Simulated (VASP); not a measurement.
# PbS (Galena) (Fm-3m) in VASP: further runs

PbS (Galena) is run at these levels: RPBE, BLYP, revPBE, PBE; tasks: single point.

Program: VASP 6.6.1. These are calculated values, not measurements. Logs are shortened: lines on timing, memory, paths and dates and some standing lists are left out, and cuts for length are marked.

### 1 The cell of the first run

The structure is cubic, space group Fm-3m (No. 225). Conventional cell: a = 5.932 Å, b = 5.932 Å, c = 5.932 Å, α = 90.00°, β = 90.00°, γ = 90.00°. Pb (site symmetry m-3m) has 6 S at 2.97 Å within 3.9 Å. Within 3.9 Å of S (site symmetry m-3m) lie 6 Pb at 2.97 Å.

### 2 Single point, RPBE

File INCAR:

```
  PREC = Accurate
  ENCUT = 520
  EDIFF = 1E-7
  ISMEAR = 0
  SIGMA = 0.01
  LREAL = F
  LASPH = T
  NELM = 80
  ALGO = Normal
  ISIF = 2
  LWAVE = F
  LCHARG = T
  GGA = RP
  LELF = T
  LVHAR = T
  NBANDS = 17
```

File KPOINTS:

```
regular mesh
0
Gamma
  6 6 6
```

File POSCAR:

```
PbS
1.0
    4.1942040000      0.0000000000      0.0000000000
    2.0971020000      3.6322872127      0.0000000000
    2.0971020000      1.2107624042      3.4245532257
Pb S
1 1
Direct
    0.0000000000      0.0000000000      0.0000000000
    0.5000000000      0.5000000000      0.5000000000
```

Potentials or basis: VASP PAW PBE potentials, release 64 (Pb_d, S).

Command:

```
$ cat potpaw_PBE.64/Pb_d/POTCAR potpaw_PBE.64/S/POTCAR > POTCAR
$ mpirun -np 1 vasp_std > vasp.out
```

OUTCAR:

```text
PREC = Accurate
   ENCUT = 520
   EDIFF = 1E-7
   ISMEAR = 0
   LREAL = F
   LASPH = T
   NELM = 80
   ISIF = 2
   GGA = RP

 ion  position               nearest neighbor table
   1  0.000  0.000  0.000-   2 2.97   2 2.97   2 2.97   2 2.97   2 2.97   2 2.97
   2  0.500  0.500  0.500-   1 2.97   1 2.97   1 2.97   1 2.97   1 2.97   1 2.97

  LATTYP: Found a face centered cubic cell.
 ALAT       =     5.9315001802

  Lattice vectors:

 A1 = (   4.1942040000,   0.0000000000,   0.0000000000)
 A2 = (   2.0971020000,   3.6322872127,   0.0000000000)
 A3 = (   2.0971020000,   1.2107624042,   3.4245532257)

Analysis of symmetry for initial positions (statically):
=====================================================================
 Subroutine PRICEL returns:
 Original cell was already a primitive cell.

 Routine SETGRP: Setting up the symmetry group for a
 face centered cubic supercell.

 Subroutine GETGRP returns: Found 48 space group operations
[... 9 lines left out ...]

 Routine SETGRP: Setting up the symmetry group for a
 face centered cubic supercell.

 Subroutine GETGRP returns: Found 48 space group operations
[... 11 lines left out ...]
                                     Primitive cell

  volume of cell :      52.1715

  direct lattice vectors                    reciprocal lattice vectors
     4.194204000  0.000000000  0.000000000     0.238424264 -0.137654313 -0.097336298
     2.097102000  3.632287213  0.000000000     0.000000000  0.275308626 -0.097336298
     2.097102000  1.210762404  3.424553226     0.000000000  0.000000000  0.292008894

  length of vectors
     4.194204000  4.194204000  4.194204000     0.292008894  0.292008894  0.292008894

  position of ions in fractional coordinates (direct lattice)
     0.000000000  0.000000000  0.000000000
     0.500000000  0.500000000  0.500000000

  ion indices of the primitive-cell ions
   primitive index   ion index
                 1           1
                 2           2

----------------------------------------------------------------------------------------

 KPOINTS: regular mesh

Automatic generation of k-mesh.
 Grid dimensions read from file:
 generate k-points for:    6    6    6

 Generating k-lattice:

  Cartesian coordinates                     Fractional coordinates (reciprocal lattice)
     0.039737377 -0.022942385 -0.016222716     0.166666667  0.000000000  0.000000000
     0.000000000  0.045884771 -0.016222716     0.000000000  0.166666667  0.000000000
     0.000000000  0.000000000  0.048668149     0.000000000  0.000000000  0.166666667

  Length of vectors
     0.048668149  0.048668149  0.048668149

  Shift w.r.t. Gamma in fractional coordinates (k-lattice)
     0.000000000  0.000000000  0.000000000

 Subroutine IBZKPT returns following result:
 ===========================================

 Found     16 irreducible k-points:

 Following reciprocal coordinates:
            Coordinates               Weight
  0.000000  0.000000  0.000000      1.000000
  0.166667  0.000000 -0.000000      8.000000
  0.333333 -0.000000 -0.000000      8.000000
  0.500000  0.000000 -0.000000      4.000000
  0.166667  0.166667 -0.000000      6.000000
  0.333333  0.166667 -0.000000     24.000000
[... 8 lines left out ...]
 -0.333333  0.333333  0.166667     24.000000
 -0.333333  0.500000  0.166667     12.000000
   k-points           NKPTS =     16   k-points in BZ     NKDIM =     16   number of bands    NBANDS=     17
   number of dos      NEDOS =    301   number of ions     NIONS =      2
   total plane-waves  NPLWV =  32768
   dimension x,y,z NGX =    32 NGY =   32 NGZ =   32
   dimension x,y,z NGXF=    64 NGYF=   64 NGZF=   64
   ions per type =               1   1
   NGX,Y,Z   is equivalent  to a cutoff of  12.68, 12.68, 12.68 a.u.
   NGXF,Y,Z  is equivalent  to a cutoff of  25.37, 25.37, 25.37 a.u.
 SYSTEM =  unknown system
   PREC   = accura    normal or accurate (medium, high low for compatibility)
   ISTART =      0    job   : 0-new  1-cont  2-samecut
   ICHARG =      2    charge: 1-file 2-atom 10-const
   ISPIN  =      1    spin polarized calculation?
   LNONCOLLINEAR =      F non collinear calculations
   LSORBIT =      F    spin-orbit coupling
   LASPH  =      T    aspherical Exc in radial PAW
   ENCUT  =  520.0 eV  38.22 Ry    6.18 a.u.   7.80  7.80  7.80*2*pi/ulx,y,z
   NELM   =     80;   NELMIN=  2; NELMDL= -5     # of ELM steps
   EDIFF  = 0.1E-06   stopping-criterion for ELM
   LREAL  =      F    real-space projection
   EDIFFG = 0.1E-05   stopping-criterion for IOM
   NSW    =      0    number of steps for IOM
   IBRION =     -1    ionic relax: 0-MD 1-quasi-New 2-CG
   NFREE  =      0    steps in history (QN), initial steepest desc. (CG)
   ISIF   =      2    stress and relaxation
   ISYM   =      2    0-nonsym 1-usesym 2-fastsym
   POTIM  = 0.5000    time-step for ionic-motion
   TEBEG  =    0.0;   TEEND  =   0.0 temperature during run
   PSTRESS=    0.0 pullay stress
   NELECT =      20.0000    total number of electrons
   NUPDOWN=      -1.0000    fix difference up-down
   EMIN   =  10.00;   EMAX   =-10.00  energy-range for DOS
   EFERMI =   0.00;   METHOD = LEGACY
   ISMEAR =     0;   SIGMA  =   0.01  broadening in eV -4-tet -1-fermi 0-gaus
   EFERMI_NEDOS =   21; number of points for ismear=-14 and -15
   IALGO  =     38    algorithm
   IMIX   =      4    mixing-type and parameters
     AMIX     =   0.40;   BMIX     =  1.00
     AMIX_MAG =   1.60;   BMIX_MAG =  1.00
  volume/ion in A,a.u.               =      26.09       176.04
  Fermi-wavevector in a.u.,A,eV,Ry     =   1.189251  2.247359 19.242971  1.414319
  Thomas-Fermi vector in A             =   2.325363
   LORBIT       =      0    0 simple, 1 ext, 2 COOP (PROOUT), +10 PAW based schemes
   GGA     = RP    functional components
   LHFCALC =     F    Hartree Fock is set to
   AEXX    =    0.0000 exact exchange contribution
   IVDW    =     0    specifies the selected vdW correction
   LEPSILON=     F    determine dielectric tensor
   LRPA    =     F    only Hartree local field effects (RPA)
 non-spin polarized calculation
 Gauss-broadening in eV      SIGMA  =   0.01
  energy-cutoff  :      520.00
  volume of cell :       52.17
 maximum number of plane-waves:      1420
   NGX = 15   NGY = 15   NGZ = 15

 number of electron      19.9999998 magnetization

 Free energy of the ion-electron system (eV)
  ---------------------------------------------------
  ext. energy  EPLUGINS =         0.00000000
  ---------------------------------------------------
  free energy    TOTEN  =        -8.06128144 eV

  energy without entropy =       -8.06128144  energy(sigma->0) =       -8.06128144

 E-fermi :   6.0112     XC(G=0):  -9.5171

 val. band max:        5.9451131688   @ k =   0.5000   0.0000  -0.0000
 cond. band min:       6.4067575891   @ k =   0.5000   0.0000  -0.0000
 fundamental gap:      0.4616444203
 Fermi energy:         6.0112146319

 k-point     1 :       0.0000    0.0000    0.0000
  band No.  band energies     occupation
      1     -10.9513      2.00000
      2     -10.9513      2.00000
      3     -10.9513      2.00000
      4     -10.9304      2.00000
      5     -10.9304      2.00000
      6      -7.6475      2.00000
[... 9 lines left out ...]
     16      12.7155      0.00000
     17      14.7825      0.00000

 k-point     2 :       0.1667    0.0000   -0.0000
  band No.  band energies     occupation
      1     -10.9501      2.00000
      2     -10.9476      2.00000
      3     -10.9476      2.00000
      4     -10.9305      2.00000
      5     -10.9305      2.00000
      6      -7.4158      2.00000
[... 9 lines left out ...]
     16      13.3175      0.00000
     17      16.5926      0.00000

 k-point     3 :       0.3333   -0.0000   -0.0000
  band No.  band energies     occupation
      1     -10.9581      2.00000
      2     -10.9581      2.00000
      3     -10.9484      2.00000
      4     -10.9127      2.00000
      5     -10.9127      2.00000
      6      -6.8295      2.00000
[... 9 lines left out ...]
     16      14.7084      0.00000
     17      18.3088      0.00000

 k-point     4 :       0.5000    0.0000   -0.0000
  band No.  band energies     occupation
      1     -10.9650      2.00000
      2     -10.9650      2.00000
      3     -10.9479      2.00000
      4     -10.9019      2.00000
      5     -10.9019      2.00000
      6      -6.4198      2.00000
[... 9 lines left out ...]
     16      16.0583      0.00000
     17      16.5458      0.00000

 k-point     5 :       0.1667    0.1667   -0.0000
  band No.  band energies     occupation
      1     -10.9575      2.00000
      2     -10.9535      2.00000
      3     -10.9370      2.00000
      4     -10.9370      2.00000
      5     -10.9240      2.00000
      6      -7.3323      2.00000
[... 9 lines left out ...]
     16      14.5138      0.00000
     17      15.3736      0.00000

 k-point     6 :       0.3333    0.1667   -0.0000
  band No.  band energies     occupation
      1     -10.9794      2.00000
      2     -10.9556      2.00000
      3     -10.9379      2.00000
      4     -10.9238      2.00000
      5     -10.9088      2.00000
      6      -6.8488      2.00000
[... 9 lines left out ...]
     16      15.5915      0.00000
     17      17.4591      0.00000
[... 121 lines left out ...]
 k-point    13 :       0.5000    0.5000    0.0000
  band No.  band energies     occupation
      1     -11.0820      2.00000
      2     -10.9759      2.00000
      3     -10.9050      2.00000
      4     -10.8917      2.00000
      5     -10.8917      2.00000
      6      -5.9930      2.00000
[... 9 lines left out ...]
     16      18.1679      0.00000
     17      18.1680      0.00000

 k-point    14 :       0.5000    0.3333    0.1667
  band No.  band energies     occupation
      1     -11.0078      2.00000
      2     -10.9520      2.00000
      3     -10.9370      2.00000
      4     -10.9097      2.00000
      5     -10.9078      2.00000
      6      -6.3696      2.00000
[... 9 lines left out ...]
     16      16.6018      0.00000
     17      16.9271      0.00000

 k-point    15 :      -0.3333    0.3333    0.1667
  band No.  band energies     occupation
      1     -11.0184      2.00000
      2     -10.9432      2.00000
      3     -10.9293      2.00000
      4     -10.9287      2.00000
      5     -10.8985      2.00000
      6      -6.0780      2.00000
[... 9 lines left out ...]
     16      17.3393      0.00000
     17      17.7885      0.00000

 k-point    16 :      -0.3333    0.5000    0.1667
  band No.  band energies     occupation
      1     -11.0510      2.00000
      2     -10.9558      2.00000
      3     -10.9214      2.00000
      4     -10.9137      2.00000
      5     -10.8917      2.00000
      6      -5.9645      2.00000
[... 9 lines left out ...]
     16      17.7879      0.00000
     17      18.1593      0.00000

------------------------ aborting loop because EDIFF is reached ----------------------------------------

  FORCE on cell =-STRESS in cart. coord.  units (eV):
  Direction    XX          YY          ZZ          XY          YZ          ZX
  --------------------------------------------------------------------------------------
  -------------------------------------------------------------------------------------
  Total        1.3320107      1.3320107      1.3320107      0.0000000     -0.0000000      0.0000000
  in kB       40.9057764     40.9057764     40.9057764      0.0000000     -0.0000000      0.0000000
  external PRESSURE =      40.9057764 kB  Pullay stress =       0.0000000 kB

 VOLUME and BASIS-vectors are now :
 -----------------------------------------------------------------------------
  energy-cutoff  :      520.00
  volume of cell :       52.17
      direct lattice vectors                 reciprocal lattice vectors
     4.194204000  0.000000000  0.000000000     0.238424264 -0.137654313 -0.097336298
     2.097102000  3.632287213  0.000000000     0.000000000  0.275308626 -0.097336298
     2.097102000  1.210762404  3.424553226     0.000000000  0.000000000  0.292008894

 POSITION                                       TOTAL-FORCE (eV/Angst)
 -----------------------------------------------------------------------------------
      0.00000      0.00000      0.00000        -0.000000      0.000000      0.000000
      4.19420      2.42152      1.71228         0.000000      0.000000      0.000000
 -----------------------------------------------------------------------------------
    total drift:                               -0.000000      0.000000      0.000000

  FREE ENERGIE OF THE ION-ELECTRON SYSTEM (eV)
  ---------------------------------------------------
  free  energy   TOTEN  =        -8.0612814377 eV

  energy  without entropy=       -8.0612814377  energy(sigma->0) =       -8.06128144
```

Run time: 8.9 s. Hardware: 1 thread of Intel Xeon 6975P-C (Granite Rapids), shared host; peak memory 0.17 GiB.

Results:

```
Free energy            : -8.0613 eV
Pressure               : 4.1 GPa
Band gap on the k mesh : 0.46 eV, direct
```

Levels at points of the mesh, in eV from the valence-band top:
| k point | band 8 | band 9 | band 10 | band 11 | band 12 | band 13 |
| --- | --- | --- | --- | --- | --- | --- |
| (0.00, 0.00, 0.00) | -2.19 | -2.19 | -2.19 | 5.27 | 5.27 | 5.27 |
| (0.50, 0.00, 0.00) | -1.80 | -1.80 | 0.00 | 0.46 | 2.01 | 2.01 |
| (0.50, 0.50, 0.00) | -5.17 | -3.44 | -3.44 | 3.96 | 5.64 | 5.74 |

Caveat: the PAW data sets were made with another functional, which shifts forces and pressure a little; spin-orbit coupling is left out, which moves the levels of the heavy elements. A k mesh can miss the band edges.

### 3 Single point, BLYP

File INCAR:

```
AGGAC = 1.0
AGGAX = 1.0
ALDAC = 0.0
ALDAX = 1.0
ALGO = Normal
EDIFF = 1E-7
ENCUT = 520
GGA = B5
ISIF = 2
ISMEAR = 0
LASPH = T
LCHARG = T
LELF = T
LREAL = F
LVHAR = T
LWAVE = F
NBANDS = 17
NELM = 80
PREC = Accurate
SIGMA = 0.01
```

File KPOINTS:

```
k-points
0
Gamma
  6 6 6
```

POSCAR is that of step 2.

Potentials or basis: VASP PAW PBE potentials, release 64 (Pb_d, S).

Command:

```
$ cat potpaw_PBE.64/Pb_d/POTCAR potpaw_PBE.64/S/POTCAR > POTCAR
$ mpirun -np 1 vasp_std > vasp.out
```

It took 14 s on 1 thread of Intel Xeon 6975P-C (Granite Rapids), shared host; peak memory 0.17 GiB.

The run converged. Its results:

```
Free energy            : -7.6633 eV
Pressure               : 5.9 GPa
Band gap on the k mesh : 0.48 eV, direct
```

Levels at points of the mesh, in eV from the valence-band top:
```
           k point  band 8  band 9  band 10  band 11  band 12  band 13
(0.00, 0.00, 0.00)   -2.14   -2.14    -2.14     5.13     5.13     5.13
(0.50, 0.00, 0.00)   -1.73   -1.73     0.00     0.48     1.97     1.97
(0.50, 0.50, 0.00)   -5.09   -3.39    -3.39     4.18     5.59     5.62
```

Caveat: the PAW data sets were made with another functional, which shifts forces and pressure a little; spin-orbit coupling is left out, which moves the levels of the heavy elements.

### 4 Single point, revPBE

File INCAR:

```
SYSTEM = PbS
PREC = Accurate
ENCUT = 520
EDIFF = 1E-6
ISMEAR = 0
SIGMA = 0.01
LREAL = .FALSE.
LASPH = .TRUE.
NELM = 60
ALGO = Normal
ISIF = 2
LWAVE = .FALSE.
LCHARG = .FALSE.
GGA = RE
NBANDS = 17
```

File KPOINTS:

```
regular mesh
0
G
  6 6 6
  0 0 0
```

POSCAR is that of step 3.

Command:

```
$ cat potpaw_PBE.64/Pb_d/POTCAR potpaw_PBE.64/S/POTCAR > POTCAR
$ mpirun -np 1 vasp_std > vasp.out
```

Run time: 7 s. Hardware: 1 thread of Intel Xeon 6975P-C (Granite Rapids), shared host; peak memory 0.17 GiB.

It converged, with:

```yaml
Free_energy: -8.1487 eV
Pressure: 3.5 GPa
Band_gap_on_the_k_mesh: 0.43 eV, direct
```

Levels at points of the mesh, in eV from the valence-band top:
```csv
k point,band 7,band 8,band 9,band 10,band 11,band 12,band 13,band 14
"(0.00, 0.00, 0.00)",-6.01,-2.18,-2.18,-2.18,5.26,5.26,5.26,6.76
"(0.50, 0.00, 0.00)",-8.82,-1.79,-1.79,0.00,0.43,2.00,2.00,8.77
"(0.50, 0.50, 0.00)",-7.18,-5.18,-3.44,-3.44,3.93,5.63,5.72,5.72
```

Caveat: the PAW data sets were made with another functional, which shifts forces and pressure a little; spin-orbit coupling is left out, which moves the levels of the heavy elements.

### 5 Single point, PBE

File INCAR:

```
ALGO = Normal
EDIFF = 1E-7
ENCUT = 520
GGA = PE
ISIF = 2
ISMEAR = 0
LASPH = T
LCHARG = F
LREAL = F
LWAVE = F
NBANDS = 17
NELM = 60
PREC = Accurate
SIGMA = 0.01
```

File KPOINTS:

```
k-points
0
Gamma
  6 6 6
```

POSCAR is that of step 4.

Command:

```
$ cat potpaw_PBE.64/Pb_d/POTCAR potpaw_PBE.64/S/POTCAR > POTCAR
$ mpirun -np 1 vasp_std > vasp.out
```

Run time: 8.8 s. Hardware: 1 thread of Intel Xeon 6975P-C (Granite Rapids), shared host; peak memory 0.17 GiB.

The run converged. Its results:

```yaml
Free_energy: -8.7576 eV
Pressure: 2.1 GPa
Band_gap_on_the_k_mesh: 0.37 eV, direct
```

Levels at points of the mesh, in eV from the valence-band top:
| k point | band 7 | band 8 | band 9 | band 10 | band 11 | band 12 | band 13 | band 14 |
| --- | --- | --- | --- | --- | --- | --- | --- | --- |
| (0.00, 0.00, 0.00) | -6.04 | -2.17 | -2.17 | -2.17 | 5.21 | 5.21 | 5.21 | 6.73 |
| (0.50, 0.00, 0.00) | -8.85 | -1.78 | -1.78 | 0.00 | 0.37 | 1.96 | 1.96 | 8.66 |
| (0.50, 0.50, 0.00) | -7.20 | -5.20 | -3.44 | -3.44 | 3.86 | 5.58 | 5.68 | 5.68 |

Caveat: spin-orbit coupling is left out, which moves the levels of the heavy elements.

### 6 The runs side by side

| level | gap on the mesh (eV) | pressure (GPa) |
| --- | --- | --- |
| RPBE | 0.46 | 4.1 |
| BLYP | 0.48 | 5.9 |
| revPBE | 0.43 | 3.5 |
| PBE | 0.37 | 2.1 |

Alike in all rows: task single point; potentials or basis VASP PAW PBE potentials, release 64 (Pb_d, S); no spin polarisation; cell as given; k mesh 6 × 6 × 6; cutoff (eV) 520; smearing gaussian 0.01 eV.

On the cell as given the gap runs from 0.37 eV (PBE) to 0.48 eV (BLYP). The pressure there spans 2.1 GPa (PBE) to 5.9 GPa (BLYP); a positive pressure means that this level wants a larger cell, a negative one a smaller.

Caveats: spin-orbit coupling is left out, which moves the levels of the heavy elements; the PAW data sets were made with another functional, which shifts forces and pressure a little (some runs).

Total energies depend on the potentials used, so only differences within one code and one set of settings carry meaning.
